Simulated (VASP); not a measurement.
# FeO (R-3m) in VASP: further runs

Runs on FeO. Level: PBE+U. Tasks: electric field gradients, relaxation of cell and atoms.

Program: VASP 6.6.1. These are calculated values, not measurements. Logs are shortened: lines on timing, memory, paths and dates and some standing lists are left out, and cuts for length are marked.

### 1 The cell of the first run

The structure is trigonal, space group R-3m (No. 166). Conventional cell: a = 3.169 Å, b = 3.169 Å, c = 7.448 Å, α = 90.00°, β = 90.00°, γ = 120.00°. Fe (site symmetry -3m) has 6 O at 2.21 Å within 2.9 Å. O (site symmetry -3m) has 6 Fe at 2.21 Å within 2.9 Å.

### 2 Electric field gradients, PBE+U, collinear spin, ferromagnetic start

INCAR reads:

```
ALGO = Normal ; EDIFF = 1E-8
ENCUT = 520 ; GGA = PE
GGA_COMPAT = False ; ISIF = 2
ISMEAR = 0 ; ISPIN = 2
LASPH = True ; LCHARG = False
LDAU = True ; LDAUJ = 0 0
LDAUL = 2 -1 ; LDAUPRINT = 1
LDAUTYPE = 2 ; LDAUU = 5.3 0
LEFG = True ; LMAXMIX = 4
LORBIT = 11 ; LREAL = False
LWAVE = False ; MAGMOM = 3.9 0.17
NBANDS = 22 ; NELM = 200
PREC = Accurate ; SIGMA = 0.02
```

KPOINTS reads:

```
k-points
0
Gamma
  12 12 12
```

POSCAR reads:

```
FeO
1.0
    1.5845266723      0.9148269008      2.4827937714
   -1.5845266723      0.9148269008      2.4827937714
    0.0000000000     -1.8296538016      2.4827937714
Fe O
1 1
Direct
    0.0000000000      0.0000000000      0.0000000000
    0.5000000000      0.5000000000      0.5000000000
```

Potentials or basis: VASP PAW PBE potentials, release 64 (Fe_sv, O).

On the command line:

```sh
$ cat potpaw_PBE.64/Fe_sv/POTCAR potpaw_PBE.64/O/POTCAR > POTCAR
$ mpirun -np 1 vasp_std > vasp.out
```

OUTCAR:

```text
EDIFF = 1E-8
   ENCUT = 520
   GGA = PE
   ISIF = 2
   ISMEAR = 0
   ISPIN = 2
   LASPH = True
   LORBIT = 11
   LREAL = False
   NELM = 200
   PREC = Accurate

 ion  position               nearest neighbor table
   1  0.000  0.000  0.000-   2 2.21   2 2.21   2 2.21   2 2.21   2 2.21   2 2.21
   2  0.500  0.500  0.500-   1 2.21   1 2.21   1 2.21   1 2.21   1 2.21   1 2.21

  LATTYP: Found a trigonal (rhomboedric) cell.
 ALAT       =     3.0841364991
 COS(alpha) =     0.4720875287

  Lattice vectors:

 A1 = (   1.5845266723,   0.9148269008,   2.4827937714)
 A2 = (  -1.5845266723,   0.9148269008,   2.4827937714)
 A3 = (   0.0000000000,  -1.8296538016,   2.4827937714)

Analysis of symmetry for initial positions (statically):
=====================================================================
 Subroutine PRICEL returns:
 Original cell was already a primitive cell.

 Routine SETGRP: Setting up the symmetry group for a
 trigonal (rhombohedral) supercell.

 Subroutine GETGRP returns: Found 12 space group operations
 (whereof 12 operations were pure point group operations)
 out of a pool of 12 trial point group operations.

The static configuration has the point symmetry D_3d.

Analysis of symmetry for dynamics (positions and initial velocities):
=====================================================================
 Subroutine PRICEL returns:
 Original cell was already a primitive cell.

 Routine SETGRP: Setting up the symmetry group for a
 trigonal (rhombohedral) supercell.

 Subroutine GETGRP returns: Found 12 space group operations
 (whereof 12 operations were pure point group operations)
 out of a pool of 12 trial point group operations.

The dynamic configuration has the point symmetry D_3d.

Analysis of structural, dynamic, and magnetic symmetry:
=====================================================================
 Subroutine PRICEL returns:
 Original cell was already a primitive cell.

 Routine SETGRP: Setting up the symmetry group for a
 trigonal (rhombohedral) supercell.

 Subroutine GETGRP returns: Found 12 space group operations
 (whereof 12 operations were pure point group operations)
 out of a pool of 12 trial point group operations.

The overall configuration has the point symmetry D_3d.

 Subroutine INISYM returns: Found 12 space group operations
 (whereof 12 operations are pure point group operations),
 and found     1 'primitive' translations

----------------------------------------------------------------------------------------

                                     Primitive cell

  volume of cell :      21.5939

  direct lattice vectors                    reciprocal lattice vectors
     1.584526672  0.914826901  2.482793771     0.315551646  0.182183828  0.134257358
    -1.584526672  0.914826901  2.482793771    -0.315551646  0.182183828  0.134257358
     0.000000000 -1.829653802  2.482793771     0.000000000 -0.364367656  0.134257358

  length of vectors
     3.084136499  3.084136499  3.084136499     0.388315370  0.388315370  0.388315370

  position of ions in fractional coordinates (direct lattice)
     0.000000000  0.000000000  0.000000000
     0.500000000  0.500000000  0.500000000

  ion indices of the primitive-cell ions
   primitive index   ion index
                 1           1
                 2           2
[... 107 lines left out ...]
 spin polarized calculation
 Gauss-broadening in eV      SIGMA  =   0.02
  energy-cutoff  :      520.00
  volume of cell :       21.59
 maximum number of plane-waves:       592
   NGX = 11   NGY = 11   NGZ = 11

atom =   1  type =  1  l = 2

 onsite density matrix

spin component  1

  0.9158  0.0000  0.0000 -0.0132  0.0000
  0.0000  0.9231 -0.0000  0.0000 -0.0132
  0.0000 -0.0000  0.9086  0.0000  0.0000
 -0.0132  0.0000  0.0000  0.9231  0.0000
  0.0000 -0.0132  0.0000  0.0000  0.9158

spin component  2

  0.2158  0.0000 -0.0000  0.1657  0.0000
  0.0000  0.2277  0.0000 -0.0000  0.1657
 -0.0000  0.0000  0.0400 -0.0000  0.0000
  0.1657 -0.0000 -0.0000  0.2277  0.0000
  0.0000  0.1657  0.0000  0.0000  0.2158

 occupancies and eigenvectors

  o =  0.0400  v =  0.0000  0.0000  0.0000  0.0000  0.0000  0.0000  0.0000  1.0000  0.0000 -0.0000      0.0000  0.0000  0.0000  0.0000  0.0000  0.0000  0.0000  0.0000  0.0000  0.0000
  o =  0.0559  v =  0.0000  0.0000  0.0000  0.0000  0.0000 -0.7197  0.0000 -0.0000  0.6943  0.0000      0.0000  0.0000  0.0000  0.0000  0.0000  0.0000  0.0000  0.0000  0.0000  0.0000
  o =  0.0559  v =  0.0000  0.0000  0.0000  0.0000  0.0000  0.0000  0.6943 -0.0000  0.0000 -0.7197      0.0000  0.0000  0.0000  0.0000  0.0000  0.0000  0.0000  0.0000  0.0000  0.0000
  o =  0.3876  v =  0.0000  0.0000  0.0000  0.0000  0.0000 -0.6943  0.0000  0.0000 -0.7197 -0.0000      0.0000  0.0000  0.0000  0.0000  0.0000  0.0000  0.0000  0.0000  0.0000  0.0000
  o =  0.3876  v =  0.0000  0.0000  0.0000  0.0000  0.0000  0.0000 -0.7197 -0.0000  0.0000 -0.6943      0.0000  0.0000  0.0000  0.0000  0.0000  0.0000  0.0000  0.0000  0.0000  0.0000
  o =  0.9058  v = -0.7960  0.0000  0.0000 -0.6053  0.0000  0.0000  0.0000  0.0000  0.0000  0.0000      0.0000  0.0000  0.0000  0.0000  0.0000  0.0000  0.0000  0.0000  0.0000  0.0000
  o =  0.9058  v =  0.0000 -0.6053  0.0000 -0.0000 -0.7960  0.0000  0.0000  0.0000  0.0000  0.0000      0.0000  0.0000  0.0000  0.0000  0.0000  0.0000  0.0000  0.0000  0.0000  0.0000
  o =  0.9086  v =  0.0000 -0.0000 -1.0000 -0.0000 -0.0000  0.0000  0.0000  0.0000  0.0000  0.0000      0.0000  0.0000  0.0000  0.0000  0.0000  0.0000  0.0000  0.0000  0.0000  0.0000
  o =  0.9332  v = -0.6053 -0.0000 -0.0000  0.7960 -0.0000  0.0000  0.0000  0.0000  0.0000  0.0000      0.0000  0.0000  0.0000  0.0000  0.0000  0.0000  0.0000  0.0000  0.0000  0.0000
  o =  0.9332  v =  0.0000  0.7960 -0.0000  0.0000 -0.6053  0.0000  0.0000  0.0000  0.0000  0.0000      0.0000  0.0000  0.0000  0.0000  0.0000  0.0000  0.0000  0.0000  0.0000  0.0000

 number of electron      21.9999998 magnetization       4.0173538

 Free energy of the ion-electron system (eV)
  ---------------------------------------------------
  ext. energy  EPLUGINS =         0.00000000
  ---------------------------------------------------
  free energy    TOTEN  =       -12.03908221 eV

  energy without entropy =      -12.03883646  energy(sigma->0) =      -12.03895933

 E-fermi :   9.2955     XC(G=0): -12.0681

 val. band max:        9.2877419501   @ k =  -0.3333   0.0833   0.0000
 cond. band min:       9.2966078563   @ k =   0.4167   0.0833   0.0000
 fundamental gap:      0.0088659062
 Fermi energy:         9.2954507469

 spin component 1

 k-point     1 :       0.0000    0.0000    0.0000
  band No.  band energies     occupation
      1     -81.3535      1.00000
      2     -47.6034      1.00000
      3     -47.2529      1.00000
      4     -47.2529      1.00000
      5     -11.1291      1.00000
      6       2.6513      1.00000
[... 1193 lines left out ...]
     21      34.1033      0.00000
     22      35.4015      0.00000

 [... further k-points ...]

------------------------ aborting loop because EDIFF is reached ----------------------------------------

  FORCE on cell =-STRESS in cart. coord.  units (eV):
  Direction    XX          YY          ZZ          XY          YZ          ZX
  --------------------------------------------------------------------------------------
  -------------------------------------------------------------------------------------
  Total       -1.5359919     -1.5359919     -1.1433503      0.0000000      0.0000000      0.0000000
  in kB     -113.9643806   -113.9643806    -84.8319638      0.0000000      0.0000000      0.0000000
  external PRESSURE =    -104.2535750 kB  Pullay stress =       0.0000000 kB

 VOLUME and BASIS-vectors are now :
 -----------------------------------------------------------------------------
  energy-cutoff  :      520.00
  volume of cell :       21.59
      direct lattice vectors                 reciprocal lattice vectors
     1.584526672  0.914826901  2.482793771     0.315551646  0.182183828  0.134257358
    -1.584526672  0.914826901  2.482793771    -0.315551646  0.182183828  0.134257358
     0.000000000 -1.829653802  2.482793771     0.000000000 -0.364367656  0.134257358

 POSITION                                       TOTAL-FORCE (eV/Angst)
 -----------------------------------------------------------------------------------
      0.00000      0.00000      0.00000         0.000000      0.000000      0.000000
      0.00000      0.00000      3.72419         0.000000     -0.000000     -0.000000
 -----------------------------------------------------------------------------------
    total drift:                               -0.000000     -0.000000     -0.000000

  FREE ENERGIE OF THE ION-ELECTRON SYSTEM (eV)
  ---------------------------------------------------
  free  energy   TOTEN  =       -12.0390822056 eV

  energy  without entropy=      -12.0388364632  energy(sigma->0) =      -12.03895933

 Electric field gradients (V/A^2)
---------------------------------------------------------------------
 ion       V_xx      V_yy      V_zz      V_xy      V_xz      V_yz
---------------------------------------------------------------------
   1     -20.939   -20.939    41.878    -0.000    -0.000     0.000
   2       3.787     3.787    -7.575    -0.000    -0.000    -0.000
---------------------------------------------------------------------

 Electric field gradients after diagonalization (V/A^2)
 (convention: |V_zz| > |V_xx| > |V_yy|)
----------------------------------------------------------------------
 ion       V_xx      V_yy      V_zz     asymmetry (V_yy - V_xx)/ V_zz
----------------------------------------------------------------------
   1     -20.939   -20.939    41.878       0.000
   2       3.787     3.787    -7.575       0.000
----------------------------------------------------------------------

           NMR quadrupolar parameters

 Cq : quadrupolar parameter    Cq=e*Q*V_zz/h
 eta: asymmetry parameters     (V_yy - V_xx)/ V_zz
 Q  : nuclear electric quadrupole moment in mb (millibarn)
----------------------------------------------------------------------
 ion       Cq(MHz)       eta       Q (mb)
----------------------------------------------------------------------
   1       0.101       0.000       1.000
   2      -0.018       0.000       1.000
----------------------------------------------------------------------

 total charge

# of ion       s       p       d       tot
------------------------------------------
    1        2.102   5.988   5.490  13.580
    2        1.554   3.430   0.000   4.984
--------------------------------------------------
tot          3.656   9.418   5.490  18.564

 magnetization (x)

# of ion       s       p       d       tot
------------------------------------------
    1        0.016   0.010   3.649   3.675
    2        0.022   0.162   0.000   0.185
--------------------------------------------------
tot          0.038   0.173   3.649   3.860
```

Wall time 2.5 min (1 thread of AMD EPYC 9R45 (Zen 5), shared host); peak memory 0.22 GiB.

Results:

| Quantity | Value |
| --- | --- |
| Free energy | -12.0391 eV |
| Pressure | -10.4 GPa |
| Band gap on the k mesh | zero (filled and empty bands overlap) |
| Net moment | 4.02 μB per cell |
| Site moments | Fe +3.67; O +0.18 μB |
| Largest electric field gradient by atom | Fe +41.9; O -7.6 V/Å² |
| Valence electrons inside the program's atomic spheres | Fe 13.58; O 4.98 |

Stress tensor (GPa, compression positive):
```
-11.40   0.00   0.00
  0.00 -11.40   0.00
  0.00   0.00  -8.48
```

Electric field gradients, principal values (V/Å²):
```tsv
atom	least	middle	greatest (by size)
1 Fe	-20.939	-20.939	41.878
2 O	3.787	3.787	-7.575
```

Eigenvalues of the final occupation matrices:
```tsv
site	spin	trace	eigenvalues
site 1 d	1	4.59	0.91 0.91 0.91 0.93 0.93
site 1 d	2	0.93	0.04 0.06 0.06 0.39 0.39
```

Caveat: the cell stands under tension; without QUAD_EFG the Cq values of the log hold for a quadrupole moment of 1 mb, not for the nuclei; a cell with one magnetic atom can't hold antiferromagnetic order, which such compounds often take. The state reached can hang on the start; a lower one may exist.

### 3 Relaxation of cell and atoms, PBE+U, collinear spin, ferromagnetic start

INCAR reads:

```
SYSTEM = FeO
PREC = Accurate
ENCUT = 600
EDIFF = 1E-6
ISMEAR = 0
SIGMA = 0.02
LREAL = .False.
LASPH = .True.
NELM = 150
ALGO = Normal
ISIF = 3
LWAVE = .False.
LCHARG = .False.
ISPIN = 2
MAGMOM = 3.9 0.17
LORBIT = 11
LMAXMIX = 4
LDAU = .True.
LDAUTYPE = 2
LDAUL = 2 -1
LDAUU = 5.3 0
LDAUJ = 0 0
LDAUPRINT = 1
GGA = PE
IBRION = 2
NSW = 80
EDIFFG = -0.001
```

KPOINTS reads:

```
regular mesh
0
Gamma
  12 12 12
  0 0 0
```

POSCAR reads:

```
FeO
1.0
    1.5844211449      0.9147659745      2.4830502406
   -1.5844211449      0.9147659745      2.4830502406
    0.0000000000     -1.8295319490      2.4830502406
Fe O
1 1
Direct
    0.0000000000      0.0000000000      0.0000000000
    0.5000000000      0.5000000000      0.5000000000
```

Potentials or basis: VASP PAW PBE potentials, release 64 (Fe, O).

On the command line:

```sh
$ cat potpaw_PBE.64/Fe/POTCAR potpaw_PBE.64/O/POTCAR > POTCAR
$ mpirun -np 1 vasp_std > vasp.out
```

Wall time 23 min (1 thread of Intel Xeon 8259CL, shared host); peak memory 0.28 GiB.

The run converged. Its results:

* Free energy: -12.5644 eV
* Relaxed volume: 10.11 Å³/atom
* Relaxed cell: a = 3.045 Å, b = 3.045 Å, c = 3.045 Å, α = 60.59°, β = 60.59°, γ = 60.59°
* Space group after relaxing (to 0.1 Å): Fm-3m (No. 225)
* Energy gained by relaxing: 23.8 meV/atom
* Ionic steps: 10
* Pressure after relaxing: 0.0 GPa
* Band gap on the k mesh: zero (filled and empty bands overlap)
* Net moment: 4.00 μB per cell
* Site moments: Fe +3.85; O +0.17 μB
* Valence electrons inside the program's atomic spheres: Fe 6.75; O 5.01

The path:
```tsv
step	energy change (eV)	largest force (eV/Å)	pressure (GPa)	volume (Å³)
1	0.0000	0.0000	-9.69	21.59
2	-0.0362	0.0000	5.49	19.62
3	-0.0457	0.0000	0.15	20.20
4	-0.0467	0.0000	0.12	20.21
5	-0.0476	0.0000	-0.01	20.23
6	-0.0476	0.0000	-0.02	20.23
7	-0.0476	0.0000	0.06	20.22
8	-0.0476	0.0000	-0.04	20.23
9	-0.0476	0.0000	-0.02	20.22
10	-0.0476	0.0000	-0.01	20.22
```

Final structure:
```yaml
crystal:
  lattice:
    - [1.53594, 0.88677, 2.47471]
    - [-1.53594, 0.88677, 2.47471]
    - [0.00000, -1.77355, 2.47471]
  atoms:
    - { symbol: Fe, position: [0.00000, 0.00000, 0.00000] }
    - { symbol: O, position: [0.50000, 0.50000, 0.50000] }
```

Levels at points of the mesh, in eV from the Fermi level:
Spin up:
```tsv
k point	band 7	band 8	band 9	band 10	band 11	band 12
(0.00, 0.00, 0.00)	-3.62	-3.62	-3.53	-0.01	14.96	14.96
(0.50, 0.00, 0.00)	-4.54	-1.68	-1.65	4.03	8.21	12.35
(0.50, 0.50, 0.00)	-5.44	-4.83	-4.73	5.00	8.74	9.12
(0.50, 0.50, 0.50)	-4.87	-1.66	-1.66	3.86	8.44	12.17
```
Spin down:
```csv
k point,band 3,band 4,band 5,band 6,band 7,band 8
"(0.00, 0.00, 0.00)",-3.29,-3.20,-0.95,-0.95,0.75,1.56
"(0.50, 0.00, 0.00)",-4.84,-4.55,0.36,0.39,2.69,4.22
"(0.50, 0.50, 0.00)",-4.48,-4.37,-1.80,0.46,2.41,2.70
"(0.50, 0.50, 0.50)",-4.68,-4.68,0.15,0.15,2.67,4.30
```

Eigenvalues of the final occupation matrices:
| site | spin | trace | eigenvalues |
| --- | --- | --- | --- |
| site 1 d | 1 | 4.96 | 0.97 0.97 0.97 1.02 1.02 |
| site 1 d | 2 | 1.15 | 0.05 0.09 0.09 0.46 0.46 |

Caveat: a cell with one magnetic atom can't hold antiferromagnetic order, which such compounds often take. The state reached can hang on the start; a lower one may exist.
